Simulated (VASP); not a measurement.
# DySc (P1) in VASP: single point with PBE

Aim: the single point of DySc with PBE.

Everything below comes from runs of VASP 6.6.1. Logs are shortened: lines on timing, memory, paths and dates and some standing lists are left out, and cuts for length are marked.

## 1. The cell of the first run

The typed cell holds 4 atoms: a = 9.653 Å, b = 4.512 Å, c = 4.762 Å, α = 59.38°, β = 61.17°, γ = 60.89°.

## 2. Single point, PBE, collinear spin, ferromagnetic start

INCAR

```
SYSTEM = DySc
PREC     = Accurate       ! precision mode
ENCUT    = 600            ! plane-wave cutoff, eV
EDIFF    = 1E-6           ! SCF threshold, eV
ISMEAR   = -1             ! smearing method
SIGMA    = 0.15           ! smearing width, eV
LREAL    = .FALSE.        ! projectors in reciprocal space
LASPH    = .TRUE.         ! aspherical terms in the spheres
NELM     = 200            ! most SCF steps
ALGO     = Normal         ! electronic algorithm
ISIF     = 2              ! what is computed and relaxed
LWAVE    = .FALSE.        ! write WAVECAR
LCHARG   = .FALSE.        ! write CHGCAR
ISPIN    = 2              ! spin polarisation
MAGMOM   = 5 5 0 0        ! initial moments
LORBIT   = 11             ! projections on sites
LMAXMIX  = 6              ! l up to which the mixer works
GGA      = PE             ! functional
NBANDS   = 43             ! bands
GGA_COMPAT= .FALSE.
```

KPOINTS

```
Automatic mesh
0
Gamma
  1 2 2
  0 0.5 0.5
```

POSCAR

```
DySc
1.0
    5.9640169113      7.5483460230     -0.7957969911
    3.3583176533      0.4673196858      2.9769301878
    4.5161061299     -0.7685483275     -1.2984937153
Dy Sc
2 2
Direct
    0.8352560000      0.9114920000      0.1375010000
    1.3184820000      0.9353370000      0.1831150000
    1.0678420000      1.4113170000      0.6891420000
    1.5629950000      1.4305950000      0.6990920000
```

Potentials or basis: VASP PAW PBE potentials, release 64 (Dy, Sc_sv).

Started as:

```
cat potpaw_PBE.64/Dy/POTCAR potpaw_PBE.64/Sc_sv/POTCAR > POTCAR
mpirun -np 1 vasp_std > vasp.out
```

OUTCAR:

```text
SYSTEM = DySc
   PREC = Accurate
   ENCUT = 600
   EDIFF = 1E-6
   ISMEAR = -1
   LREAL = .FALSE.
   LASPH = .TRUE.
   NELM = 200
   ISIF = 2
   ISPIN = 2
   LORBIT = 11
   GGA = PE

 ion  position               nearest neighbor table
   1  0.835  0.911  0.138-   3 3.17   3 3.18   4 3.33   4 3.41   3 3.43
   2  0.318  0.935  0.183-   4 3.24   3 3.30   4 3.31   3 3.36   3 3.37   4 3.38
   3  0.068  0.411  0.689-   1 3.17   1 3.18   2 3.30   2 3.36   2 3.37   1 3.43
   4  0.563  0.431  0.699-   2 3.24   2 3.31   1 3.33   2 3.38   1 3.41

  LATTYP: Found a triclinic cell.
 ALAT       =     4.5985969006
 B/A-ratio  =     1.0354264586
 C/A-ratio  =     2.0614413027
 COS(alpha) =     0.0062592681
 COS(beta)  =     0.4544853873
 COS(gamma) =     0.5357139052

  Lattice vectors:

 A1 = (  -1.1577884766,   1.2358680133,   4.2754239031)
 A2 = (  -4.5161061299,   0.7685483275,   1.2984937153)
 A3 = (   0.7526183953,  -6.6137066514,   6.7496573667)

Analysis of symmetry for initial positions (statically):
=====================================================================
 Subroutine PRICEL returns:
 Original cell was already a primitive cell.

 Routine SETGRP: Setting up the symmetry group for a
 triclinic supercell.

 Subroutine GETGRP returns: Found  1 space group operations
 (whereof  1 operations were pure point group operations)
 out of a pool of  2 trial point group operations.

The static configuration has the point symmetry C_1 .

Analysis of symmetry for dynamics (positions and initial velocities):
=====================================================================
 Subroutine PRICEL returns:
 Original cell was already a primitive cell.

 Routine SETGRP: Setting up the symmetry group for a
 triclinic supercell.

 Subroutine GETGRP returns: Found  1 space group operations
 (whereof  1 operations were pure point group operations)
 out of a pool of  2 trial point group operations.

The dynamic configuration has the point symmetry C_1 .

Analysis of structural, dynamic, and magnetic symmetry:
=====================================================================
 Subroutine PRICEL returns:
 Original cell was already a primitive cell.
[... 112 lines left out ...]
  Thomas-Fermi vector in A             =   2.359588
   LORBIT       =     11    0 simple, 1 ext, 2 COOP (PROOUT), +10 PAW based schemes
   GGA     = PE    functional components
   LHFCALC =     F    Hartree Fock is set to
   AEXX    =    0.0000 exact exchange contribution
   IVDW    =     0    specifies the selected vdW correction
   LEPSILON=     F    determine dielectric tensor
   LRPA    =     F    only Hartree local field effects (RPA)
 spin polarized calculation
  energy-cutoff  :      600.00
  volume of cell :      148.16
 maximum number of plane-waves:      4950
 NGX is ok and might be reduce to    80
   NGX = 39   NGY = 19   NGZ = 19

 number of electron      62.0000002 magnetization      10.1150534

 number of electron      62.0000002 magnetization       9.8510072

 Free energy of the ion-electron system (eV)
  ---------------------------------------------------
  ext. energy  EPLUGINS =         0.00000000
  ---------------------------------------------------
  free energy    TOTEN  =       -25.61439975 eV

  energy without entropy =      -24.66259923  energy(sigma->0) =      -25.13849949

 E-fermi :   1.7973     XC(G=0):  -8.8463

 val. band max:        1.7914129771   @ k =   0.0000   0.2500   0.2500
 cond. band min:       1.8445963285   @ k =   0.0000   0.2500   0.2500
 fundamental gap:      0.0531833514
 Fermi energy:         1.7973144502

 spin component 1

 k-point     1 :       0.0000    0.2500    0.2500
  band No.  band energies     occupation
      1     -48.4496      1.00000
      2     -48.3191      1.00000
      3     -45.3686      1.00000
      4     -45.3601      1.00000
      5     -27.1190      1.00000
      6     -27.0663      1.00000
[... 81 lines left out ...]
     42       2.9376      0.00050
     43       3.3584      0.00003
 Fermi energy:         1.7973144502

 spin component 2

 k-point     1 :       0.0000    0.2500    0.2500
  band No.  band energies     occupation
      1     -48.3876      1.00000
      2     -48.2356      1.00000
      3     -43.2937      1.00000
      4     -43.2795      1.00000
      5     -27.0602      1.00000
      6     -27.0029      1.00000
[... 81 lines left out ...]
     42       3.3434      0.00003
     43       3.5446      0.00001

------------------------ aborting loop because EDIFF is reached ----------------------------------------

  FORCE on cell =-STRESS in cart. coord.  units (eV):
  Direction    XX          YY          ZZ          XY          YZ          ZX
  --------------------------------------------------------------------------------------
  -------------------------------------------------------------------------------------
  Total       -3.1774208     -1.7127287     -4.9789093     -0.8104295      0.0669412      0.5371903
  in kB      -34.3607773    -18.5215289    -53.8421593     -8.7640228      0.7239058      5.8092014
  external PRESSURE =     -35.5748218 kB  Pullay stress =       0.0000000 kB

 VOLUME and BASIS-vectors are now :
 -----------------------------------------------------------------------------
  energy-cutoff  :      600.00
  volume of cell :      148.16
      direct lattice vectors                 reciprocal lattice vectors
     5.964016911  7.548346023 -0.795796991     0.011346764  0.120175764 -0.031665686
     3.358317653  0.467319686  2.976930188     0.070284122 -0.028013076  0.261025488
     4.516106130 -0.768548328 -1.298493715     0.154179571 -0.137873970 -0.152288675

 POSITION                                       TOTAL-FORCE (eV/Angst)
 -----------------------------------------------------------------------------------
      8.66353      6.62508      1.87021         0.301301     -0.537008     -0.162984
      5.86756      2.70038      2.29321         0.037228     -0.243569     -0.156270
      4.89818      0.17467      0.27563        -0.143910      0.397543      0.153143
      7.96096      3.91362     -0.07395        -0.194619      0.383034      0.166111
 -----------------------------------------------------------------------------------
    total drift:                               -0.000207     -0.003399     -0.001909

  FREE ENERGIE OF THE ION-ELECTRON SYSTEM (eV)
  ---------------------------------------------------
  free  energy   TOTEN  =       -25.6143997550 eV

  energy  without entropy=      -24.6625992281  energy(sigma->0) =      -25.13849949

 total charge

# of ion       s       p       d       f       tot
--------------------------------------------------
    1        2.143   5.807   0.436   9.340  17.725
    2        2.142   5.809   0.440   9.334  17.725
    3        2.275   6.029   1.024   0.000   9.328
    4        2.266   6.025   0.991   0.000   9.282
--------------------------------------------------
tot          8.826  23.669   2.891  18.674  54.061

 magnetization (x)

# of ion       s       p       d       f       tot
--------------------------------------------------
    1        0.015  -0.057   0.094   4.505   4.558
    2        0.016  -0.056   0.101   4.511   4.572
    3        0.007   0.011   0.089   0.000   0.107
    4        0.002   0.009   0.068   0.000   0.079
--------------------------------------------------
tot          0.041  -0.093   0.352   9.016   9.316
```

Run time: 19 min. Hardware: 1 thread of AMD EPYC 7R13, shared host; peak memory 0.41 GiB.

What came out:

- Free energy: -25.6144 eV
- Pressure: -3.6 GPa
- Largest force: 0.637 eV/Å
- Net moment: 9.85 μB per cell
- Site moments: Dy +4.56, +4.57; Sc +0.11, +0.08 μB
- Valence electrons inside the program's atomic spheres: Dy 17.73; Sc 9.33, 9.28

Forces on the atoms (eV/Å):
```
Dy   0.301 -0.537 -0.163
Dy   0.037 -0.244 -0.156
Sc  -0.144  0.398  0.153
Sc  -0.195  0.383  0.166
```

Caveat: the k points lie up to 0.85 Å⁻¹ apart, too coarse for converged energies, forces and pressures; the magnetic or orbital state may not be the lowest; spin-orbit coupling is left out, which moves the levels of the heavy elements; semilocal functionals describe open f shells poorly, which spoils levels, moments and volumes.
